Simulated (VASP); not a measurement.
# SnTe (Fm-3m) in VASP: further runs

The runs below take SnTe through dielectric tensor, vibrations by perturbation theory, elastic constants, with LDA, PBEsol.

Program: VASP 6.6.1. These are calculated values, not measurements. Logs are shortened: lines on timing, memory, paths and dates and some standing lists are left out, and cuts for length are marked.

## Step 1: The cell of the first run

Symmetry: Fm-3m, No. 225, cubic system. The conventional cell has a = 6.302 Å, b = 6.302 Å, c = 6.302 Å, α = 90.00°, β = 90.00°, γ = 90.00°. Within 4.1 Å of Te (site symmetry m-3m) lie 6 Sn at 3.15 Å. Within 4.1 Å of Sn (site symmetry m-3m) lie 6 Te at 3.15 Å.

## Step 2: Dielectric tensor, LDA

INCAR reads:

```
PREC = Accurate
ENCUT = 520
EDIFF = 1E-8
ISMEAR = 0
SIGMA = 0.01
LREAL = False
LASPH = True
NELM = 80
ALGO = Normal
ISIF = 2
LWAVE = False
LCHARG = False
GGA = CA
LEPSILON = True
```

KPOINTS reads:

```
regular mesh
0
Gamma
  7 7 7
```

POSCAR reads:

```
SnTe
1.0
    0.0000000000      3.1508500000      3.1508500000
    3.1508500000      0.0000000000      3.1508500000
    3.1508500000      3.1508500000      0.0000000000
Te Sn
1 1
Direct
    0.5000000000      0.5000000000      0.5000000000
    0.0000000000      0.0000000000      0.0000000000
```

Potentials or basis: VASP PAW LDA potentials, release 64 (Te, Sn_d).

On the command line:

```sh
$ cat potpaw_LDA.64/Te/POTCAR potpaw_LDA.64/Sn_d/POTCAR > POTCAR
$ mpirun -np 1 vasp_std > vasp.out
```

OUTCAR:

```text
PREC = Accurate
   ENCUT = 520
   EDIFF = 1E-8
   ISMEAR = 0
   LREAL = False
   LASPH = True
   NELM = 80
   ISIF = 2
   GGA = CA
   LEPSILON = True

 ion  position               nearest neighbor table
   1  0.500  0.500  0.500-   2 3.15   2 3.15   2 3.15   2 3.15   2 3.15   2 3.15
   2  0.000  0.000  0.000-   1 3.15   1 3.15   1 3.15   1 3.15   1 3.15   1 3.15

  LATTYP: Found a face centered cubic cell.
 ALAT       =     6.3017000000

  Lattice vectors:

 A1 = (   0.0000000000,   3.1508500000,   3.1508500000)
 A2 = (   3.1508500000,   0.0000000000,   3.1508500000)
 A3 = (   3.1508500000,   3.1508500000,   0.0000000000)

Analysis of symmetry for initial positions (statically):
[... 33 lines left out ...]
                                     Primitive cell

  volume of cell :      62.5624

  direct lattice vectors                    reciprocal lattice vectors
     0.000000000  3.150850000  3.150850000    -0.158687338  0.158687338  0.158687338
     3.150850000  0.000000000  3.150850000     0.158687338 -0.158687338  0.158687338
     3.150850000  3.150850000  0.000000000     0.158687338  0.158687338 -0.158687338

  length of vectors
     4.455974803  4.455974803  4.455974803     0.274854533  0.274854533  0.274854533

  position of ions in fractional coordinates (direct lattice)
     0.500000000  0.500000000  0.500000000
     0.000000000  0.000000000  0.000000000

  ion indices of the primitive-cell ions
   primitive index   ion index
                 1           1
                 2           2

----------------------------------------------------------------------------------------

 KPOINTS: regular mesh

Automatic generation of k-mesh.
 Grid dimensions read from file:
 generate k-points for:    7    7    7

 Generating k-lattice:

  Cartesian coordinates                     Fractional coordinates (reciprocal lattice)
    -0.022669620  0.022669620  0.022669620     0.142857143  0.000000000  0.000000000
     0.022669620 -0.022669620  0.022669620     0.000000000  0.142857143  0.000000000
     0.022669620  0.022669620 -0.022669620     0.000000000  0.000000000  0.142857143

  Length of vectors
     0.039264933  0.039264933  0.039264933

  Shift w.r.t. Gamma in fractional coordinates (k-lattice)
     0.000000000  0.000000000  0.000000000

 Subroutine IBZKPT returns following result:
 ===========================================

 Found     20 irreducible k-points:

 Following reciprocal coordinates:
            Coordinates               Weight
  0.000000  0.000000  0.000000      1.000000
  0.142857  0.000000  0.000000      8.000000
  0.285714  0.000000  0.000000      8.000000
  0.428571  0.000000  0.000000      8.000000
  0.142857  0.142857  0.000000      6.000000
  0.285714  0.142857  0.000000     24.000000
[... 12 lines left out ...]
 -0.428571  0.428571  0.142857     24.000000
 -0.285714  0.428571  0.142857     24.000000
   k-points           NKPTS =     20   k-points in BZ     NKDIM =     20   number of bands    NBANDS=     14
   number of dos      NEDOS =    301   number of ions     NIONS =      2
   total plane-waves  NPLWV =  46656
   dimension x,y,z NGX =    36 NGY =   36 NGZ =   36
   dimension x,y,z NGXF=    72 NGYF=   72 NGZF=   72
   ions per type =               1   1
   NGX,Y,Z   is equivalent  to a cutoff of  13.43, 13.43, 13.43 a.u.
   NGXF,Y,Z  is equivalent  to a cutoff of  26.86, 26.86, 26.86 a.u.
 SYSTEM =  unknown system
   PREC   = accura    normal or accurate (medium, high low for compatibility)
   ISTART =      0    job   : 0-new  1-cont  2-samecut
   ICHARG =      2    charge: 1-file 2-atom 10-const
   ISPIN  =      1    spin polarized calculation?
   LNONCOLLINEAR =      F non collinear calculations
   LSORBIT =      F    spin-orbit coupling
   LASPH  =      T    aspherical Exc in radial PAW
   ENCUT  =  520.0 eV  38.22 Ry    6.18 a.u.   8.29  8.29  8.29*2*pi/ulx,y,z
   NELM   =     80;   NELMIN=  2; NELMDL= -5     # of ELM steps
   EDIFF  = 0.1E-07   stopping-criterion for ELM
   LREAL  =      F    real-space projection
   EDIFFG = 0.1E-06   stopping-criterion for IOM
   NSW    =      0    number of steps for IOM
   IBRION =     -1    ionic relax: 0-MD 1-quasi-New 2-CG
   NFREE  =      0    steps in history (QN), initial steepest desc. (CG)
   ISIF   =      2    stress and relaxation
   ISYM   =      2    0-nonsym 1-usesym 2-fastsym
   POTIM  = 0.5000    time-step for ionic-motion
   TEBEG  =    0.0;   TEEND  =   0.0 temperature during run
   PSTRESS=    0.0 pullay stress
   NELECT =      20.0000    total number of electrons
   NUPDOWN=      -1.0000    fix difference up-down
   EMIN   =  10.00;   EMAX   =-10.00  energy-range for DOS
   EFERMI =   0.00;   METHOD = LEGACY
   ISMEAR =     0;   SIGMA  =   0.01  broadening in eV -4-tet -1-fermi 0-gaus
   EFERMI_NEDOS =   21; number of points for ismear=-14 and -15
   IALGO  =     38    algorithm
   IMIX   =      4    mixing-type and parameters
     AMIX     =   0.40;   BMIX     =  1.00
     AMIX_MAG =   1.60;   BMIX_MAG =  1.00
  volume/ion in A,a.u.               =      31.28       211.10
  Fermi-wavevector in a.u.,A,eV,Ry     =   1.119387  2.115336 17.048485  1.253028
  Thomas-Fermi vector in A             =   2.256026
   LORBIT       =      0    0 simple, 1 ext, 2 COOP (PROOUT), +10 PAW based schemes
   GGA     = CA    functional components
   LHFCALC =     F    Hartree Fock is set to
   AEXX    =    0.0000 exact exchange contribution
   IVDW    =     0    specifies the selected vdW correction
   LEPSILON=     T    determine dielectric tensor
   LRPA    =     F    only Hartree local field effects (RPA)
 non-spin polarized calculation
 Gauss-broadening in eV      SIGMA  =   0.01
  energy-cutoff  :      520.00
  volume of cell :       62.56
 maximum number of plane-waves:      1705
 NGX is ok and might be reduce to    36
   NGX = 17   NGY = 17   NGZ = 17

--------------------------------------- Ionic step        1  -------------------------------------------

 number of electron      19.9999998 magnetization

 E-fermi :   6.5452     XC(G=0):  -9.7409

 val. band max:        6.4407856468   @ k =   0.4286   0.0000   0.0000
 cond. band min:       7.1011169982   @ k =   0.4286   0.0000   0.0000
 fundamental gap:      0.6603313515
 Fermi energy:         6.5451979002

 k-point     1 :       0.0000    0.0000    0.0000
  band No.  band energies     occupation
      1     -15.0563      2.00000
      2     -15.0563      2.00000
      3     -15.0469      2.00000
      4     -15.0469      2.00000
      5     -15.0469      2.00000
      6      -6.0867      2.00000
      7       1.9404      2.00000
      8       4.6101      2.00000
      9       4.6101      2.00000
     10       4.6101      2.00000
     11      10.0202      0.00000
     12      10.0202      0.00000
     13      10.0202      0.00000
     14      11.5114      0.00000

 k-point     2 :       0.1429    0.0000    0.0000
  band No.  band energies     occupation
      1     -15.0571      2.00000
      2     -15.0571      2.00000
      3     -15.0466      2.00000
      4     -15.0458      2.00000
      5     -15.0458      2.00000
      6      -5.9158      2.00000
      7       1.0924      2.00000
      8       4.6424      2.00000
      9       4.6424      2.00000
     10       5.1827      2.00000
     11       9.2070      0.00000
     12       9.2070      0.00000
     13       9.2298      0.00000
     14      11.4367      0.00000

 k-point     3 :       0.2857    0.0000    0.0000
  band No.  band energies     occupation
      1     -15.0593      2.00000
      2     -15.0593      2.00000
      3     -15.0459      2.00000
      4     -15.0429      2.00000
      5     -15.0429      2.00000
      6      -5.4477      2.00000
      7      -0.3519      2.00000
      8       4.7593      2.00000
      9       4.7593      2.00000
     10       5.9043      2.00000
     11       7.9936      0.00000
     12       7.9936      0.00000
     13       8.0367      0.00000
     14      12.1058      0.00000
[... 256 lines left out ...]
 k-point    19 :      -0.4286    0.4286    0.1429
  band No.  band energies     occupation
      1     -15.0704      2.00000
      2     -15.0544      2.00000
      3     -15.0480      2.00000
      4     -15.0390      2.00000
      5     -15.0364      2.00000
      6      -4.5424      2.00000
      7      -0.5230      2.00000
      8       1.8431      2.00000
      9       2.5956      2.00000
     10       4.5120      2.00000
     11       9.1588      0.00000
     12       9.9280      0.00000
     13      11.8067      0.00000
     14      11.9230      0.00000

 k-point    20 :      -0.2857    0.4286    0.1429
  band No.  band energies     occupation
      1     -15.0683      2.00000
      2     -15.0566      2.00000
      3     -15.0448      2.00000
      4     -15.0418      2.00000
      5     -15.0364      2.00000
      6      -4.4535      2.00000
      7      -0.8081      2.00000
      8       1.7976      2.00000
      9       2.5135      2.00000
     10       5.5086      2.00000
     11       7.8835      0.00000
     12      10.8322      0.00000
     13      11.7277      0.00000
     14      11.9587      0.00000

  FORCE on cell =-STRESS in cart. coord.  units (eV):
  Direction    XX          YY          ZZ          XY          YZ          ZX
  --------------------------------------------------------------------------------------
  -------------------------------------------------------------------------------------
  Total       -0.5909281     -0.5909281     -0.5909281      0.0000000      0.0000000      0.0000000
  in kB      -15.1332454    -15.1332454    -15.1332454      0.0000000      0.0000000      0.0000000
  external PRESSURE =     -15.1332454 kB  Pullay stress =       0.0000000 kB

 VOLUME and BASIS-vectors are now :
 -----------------------------------------------------------------------------
  energy-cutoff  :      520.00
  volume of cell :       62.56
      direct lattice vectors                 reciprocal lattice vectors
     0.000000000  3.150850000  3.150850000    -0.158687338  0.158687338  0.158687338
     3.150850000  0.000000000  3.150850000     0.158687338 -0.158687338  0.158687338
     3.150850000  3.150850000  0.000000000     0.158687338  0.158687338 -0.158687338

 POSITION                                       TOTAL-FORCE (eV/Angst)
 -----------------------------------------------------------------------------------
      3.15085      3.15085      3.15085        -0.000000      0.000000     -0.000000
      0.00000      0.00000      0.00000         0.000000      0.000000      0.000000
 -----------------------------------------------------------------------------------
    total drift:                               -0.000000      0.000000      0.000000

  FREE ENERGIE OF THE ION-ELECTRON SYSTEM (eV)
  ---------------------------------------------------
  free  energy   TOTEN  =        -8.8295916963 eV

  energy  without entropy=       -8.8295916963  energy(sigma->0) =       -8.82959170

 HEAD OF MICROSCOPIC STATIC DIELECTRIC TENSOR (INDEPENDENT PARTICLE, excluding Hartree and local field effects)
 ------------------------------------------------------
          55.445212    -0.000000    -0.000000
           0.000000    55.445212    -0.000000
           0.000000     0.000000    55.445212
 ------------------------------------------------------

 Free energy of the ion-electron system (eV)
  ---------------------------------------------------
  ---------------------------------------------------
  free energy    TOTEN  =        -9.41437956 eV

  energy without entropy =       -9.41437956

------------------------ aborting loop because EDIFF is reached ----------------------------------------

--------------------------------------- Ionic step        2  -------------------------------------------

------------------------ aborting loop because EDIFF is reached ----------------------------------------

--------------------------------------- Ionic step        3  -------------------------------------------

 Free energy of the ion-electron system (eV)
  ---------------------------------------------------
  ---------------------------------------------------
  free energy    TOTEN  =        -9.41442256 eV

  energy without entropy =       -9.41442256

------------------------ aborting loop because EDIFF is reached ----------------------------------------

 PIEZOELECTRIC TENSOR FIELD DIRECTION 3  (e Angst)
 -----------------------------------------------------------------------------
     0.06376  0.00000  0.00000           ( -0.00000  0.00000 -0.00000)
     0.00000  0.06376 -0.00000           (  0.00000 -0.00000  0.00000)
     0.00000 -0.00000 -0.08426           ( -0.00000  0.00000 -0.00004)

 PIEZOELECTRIC TENSOR FIELD DIRECTION 3  (C/m^2)
 -----------------------------------------------------------------------------
     0.01633  0.00000  0.00000
     0.00000  0.01633 -0.00000
     0.00000 -0.00000 -0.02158

 MACROSCOPIC STATIC DIELECTRIC TENSOR (including local field effects in DFT)
 ------------------------------------------------------
          53.491750     0.000000    -0.000000
           0.000000    53.491750     0.000000
          -0.000000     0.000000    53.491750
 ------------------------------------------------------

 PIEZOELECTRIC TENSOR (including local field effects)  for field in x, y, z        (e  Angst)
          XX          YY          ZZ          XY          YZ          ZX
  --------------------------------------------------------------------------------
  x     0.00000     0.00000     0.00000     0.00000     0.00000     0.00000
  y     0.00000     0.00000     0.00000     0.00000     0.00000     0.00000
  z     0.00000     0.00000     0.00000     0.00000     0.00000     0.00000

 PIEZOELECTRIC TENSOR (including local field effects)  for field in x, y, z        (C/m^2)
          XX          YY          ZZ          XY          YZ          ZX
  --------------------------------------------------------------------------------
  x     0.00000     0.00000     0.00000     0.00000     0.00000     0.00000
  y     0.00000     0.00000     0.00000     0.00000     0.00000     0.00000
  z     0.00000     0.00000     0.00000     0.00000     0.00000     0.00000

 BORN EFFECTIVE CHARGES (including local field effects) (in |e|, cummulative output)
 ---------------------------------------------------------------------------------
 ion    1
    1    -7.24016     0.00000     0.00000
    2     0.00000    -7.24016     0.00000
    3     0.00000     0.00000    -7.24016
 ion    2
    1     7.24016     0.00000     0.00000
    2     0.00000     7.24016     0.00000
    3     0.00000     0.00000     7.24016
```

Wall time 4.3 min (1 thread of Intel Xeon Platinum 8488C (Sapphire Rapids), shared host); peak memory 0.26 GiB.

Caveat: the gap is small at this level, which inflates the dielectric constant; this odd mesh misses L, where the gap lies, so gap, dielectric constants and Born charges aren't listed; spin-orbit coupling is left out, which moves the levels of the heavy elements.

[end of part 1 of 2]
